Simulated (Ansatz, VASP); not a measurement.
# One calculation of SiS3, two programs

File INCAR:

```
PREC = Accurate
ENCUT = 520
EDIFF = 1E-7
ISMEAR = 0
SIGMA = 0.1
LREAL = F
LASPH = T
NELM = 100
ALGO = Normal
ISIF = 2
LWAVE = F
LCHARG = F
GGA = PE
NBANDS = 19
```

KPOINTS

```
regular mesh
0
Gamma
  4 4 4
```

POSCAR

```
SiS3
1.0
    4.1883021300      0.0000000000      0.0000000000
    0.0000000000      4.1883021300      0.0000000000
    0.0000000000      0.0000000000      4.1883021300
Si S
1 3
Direct
    0.0000000000      0.0000000000      0.0000000000
    0.5000000000      0.0000000000      0.5000000000
    0.0000000000      0.5000000000      0.5000000000
    0.5000000000      0.5000000000      0.0000000000
```

Input for Ansatz:

```yaml
crystal:
  lattice:
    - [4.18830213, 0.0, 0.0]
    - [0.0, 4.18830213, 0.0]
    - [0.0, 0.0, 4.18830213]
  atoms:
    - { symbol: Si, position: [0.0, 0.0, 0.0] }
    - { symbol: S, position: [0.5, 0.0, 0.5] }
    - { symbol: S, position: [0.0, 0.5, 0.5] }
    - { symbol: S, position: [0.5, 0.5, 0.0] }
basis:
  ecutwfc: 420
kpoints:
  mp_grid: { grid: [4, 4, 4] }
hamiltonian:
  xc: pbe
scf:
  occupations: { method: gaussian, width: 0.1 }
  lower_state_search: "off"
output:
  forces: true
  stress: true
  eigenvalues: true
```

Change from the starting cell: species swapped into the Ag3Au type (Pm-3m, No. 221).

Alike in both runs: task single point; functional PBE; k mesh 4 × 4 × 4; occupations gaussian, width 0.1 eV; no spin polarisation.

```csv
,VASP,Ansatz
version,VASP 6.6.1,Ansatz 0.2.0
potentials or method,"VASP PAW PBE potentials, release 64 (Si, S), cutoff 520 eV","scalar-relativistic, plane waves, PAW"
valence electrons in the cell,22,22
```

VASP gave:

```
gap on the k mesh at the Fermi level (eV) : none
pressure (GPa)                            : -5.5
```

Problem. Estimate Ansatz's values.

Solution. gap on the k mesh at the Fermi level (eV): none; pressure (GPa): -5.4.

A gap of «none» marks a metal or a gap that the smearing closes. The functional is the same, so the differences come from potentials, cutoffs and numerics.

The k mesh is coarse, so the values compare programs but aren't converged.
